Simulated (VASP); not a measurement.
Input of a VASP 6.6.1 run:

Contents of INCAR:

```
SYSTEM = Cu
PREC = Accurate
ENCUT = 520
EDIFF = 1E-6
ISMEAR = 1
SIGMA = 0.15
LREAL = .False.
LASPH = .True.
NELM = 100
ALGO = Fast
ISIF = 2
LWAVE = .False.
LCHARG = .False.
GGA = PE
NBANDS = 12
```

KPOINTS

```
regular mesh
0
Gamma
  28 28 28
  0 0 0
```

Contents of POSCAR:

```
Cu
1.0
    0.0000000000      1.7695022750      1.8148741282
    1.7695022750      0.0000000000      1.8148741282
    1.7695022750      1.7695022750      0.0000000000
Cu
1
Direct
    0.0000000000      0.0000000000      0.0000000000
```

Potentials or basis: VASP PAW PBE potentials, release 64 (Cu).

Launch:

```sh
$ cat potpaw_PBE.64/Cu/POTCAR > POTCAR
$ mpirun -np 1 vasp_std > vasp.out
```

Task: What does it give for the band gap on the k mesh?

Result: Zero (an odd number of electrons rules out a gap without spin polarisation).

Task: Predict the pressure.

Result: 8.8 GPa.

Stress tensor (GPa, compression positive):
```
9.49 0.00 0.00
0.00 9.49 0.00
0.00 0.00 7.51
```

Caveat: the cell stands under pressure.
